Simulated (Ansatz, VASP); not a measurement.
**Two plane-wave programs on Si3N4**

```xyz
14
Lattice="7.6057 0.0000 0.0000 -3.8028 6.5867 0.0000 0.0000 0.0000 2.9347" Properties=species:S:1:pos:R:3 pbc="T T T"
Si   -1.3856    5.4301    2.2010
Si    2.2103    1.5151    0.7337
Si    4.0098    3.9150    0.7337
Si   -0.2070    2.6717    2.2010
Si    1.5926    5.0716    2.2010
Si    5.1885    1.1566    0.7337
N     0.0000    4.3911    2.2010
N     3.8028    2.1956    0.7337
N     4.8134    4.4105    2.2010
N    -1.4129    6.3738    0.7337
N     2.4235    4.6234    0.7337
N     1.3793    1.9633    2.2010
N    -1.0106    2.1762    0.7337
N     5.2157    0.2129    2.2010
```

Change from the starting cell: uniaxial_z strain +1.0%.

Alike in both runs: task single point; functional PBE; k mesh 6 × 6 × 8; occupations fermi-dirac, width 0.02 eV; no spin polarisation.

|  | VASP | Ansatz |
| --- | --- | --- |
| version | VASP 6.6.1 | Ansatz 0.2.0 |
| potentials or method | VASP PAW PBE potentials, release 64 (Si, N) | plane waves, PAW |
| plane-wave cutoff (eV) | 520 | 420 |
| valence electrons in the cell | 64 | 64 |

VASP gave:

| Property | Result |
| --- | --- |
| gap on the k mesh at the Fermi level (eV) | 4.14 |
| pressure (GPa) | 2.8 |
| traceless stress, the component that is largest in VASP (GPa) | -2.70 |
| rms of the force components (eV/Å) | 0.021 |

**Question.** Estimate Ansatz's values.

**Answer.** gap on the k mesh at the Fermi level (eV): 4.16; pressure (GPa): 3.1; traceless stress, the component that is largest in VASP (GPa): -2.65; rms of the force components (eV/Å): 0.022.

Atom by atom the forces differ by 0.002 eV/Å (rms over components).
